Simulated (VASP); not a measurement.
Here is a VASP 6.6.1 calculation.

The input INCAR:

```
PREC = Accurate ; ENCUT = 520
EDIFF = 1E-7 ; ISMEAR = 0
SIGMA = 0.01 ; LREAL = F
LASPH = T ; NELM = 60
ALGO = Normal ; ISIF = 2
LWAVE = F ; LCHARG = F
GGA = CA ; IBRION = 2
NSW = 100 ; EDIFFG = -0.002
```

The input KPOINTS:

```
regular mesh
0
Gamma
  10 10 6
```

POSCAR

```
C
1.0
    2.1066918261     -1.2163012776     -0.0104413704
    2.1066918261      1.2163012776     -0.0104413704
   -1.3828895703      0.0000000000      3.3296653019
C
2
Direct
    0.8333835412      0.8333835412      0.0001509423
    0.1666164588      0.1666164588      0.9998490577
```

Potentials or basis: VASP PAW LDA potentials, release 64 (C).

Run with:

```console
$ cat potpaw_LDA.64/C/POTCAR > POTCAR
$ mpirun -np 1 vasp_std > vasp.out
```

What does it give for the energy gained by relaxing?

0.0 meV/atom.

Final structure:
```
C
1.0
     2.10669   -1.21630   -0.01044
     2.10669    1.21630   -0.01044
    -1.38289    0.00000    3.32967
C
2
Direct
  0.83338 0.83338 0.00012
  0.16662 0.16662 0.99988
```
